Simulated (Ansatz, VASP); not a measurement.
## One calculation of Sn, two programs

```xyz
2
Lattice="-2.9401 2.9401 1.5993 2.9401 -2.9401 1.5993 2.9401 2.9401 -1.5993" Properties=species:S:1:pos:R:3 pbc="T T T"
Sn    0.0000    2.9401    0.7997
Sn    0.0000    0.0000    0.0000
```

Alike in both runs: task single point; functional PBEsol; k mesh 18 × 18 × 18; occupations gaussian, width 0.15 eV; no spin polarisation.

|  | VASP | Ansatz |
| --- | --- | --- |
| version | VASP 6.6.1 | Ansatz 0.2.0 |
| potentials or method | VASP PAW PBE potentials, release 64 (Sn_d), cutoff 520 eV | scalar-relativistic, plane waves, PAW |
| valence electrons in the cell | 28 | 28 |

|  | VASP | Ansatz | Ansatz less VASP |
| --- | --- | --- | --- |
| gap on the k mesh at the Fermi level (eV) | none | none | - |
| pressure (GPa) | -1.5 | -1.5 | +0.05 |
| traceless stress, the component that is largest in VASP (GPa) | -0.07 | -0.06 | +0.008 |

VASP's potentials were made for PBE, not for PBEsol. A gap of «none» marks a metal or a gap that the smearing closes.
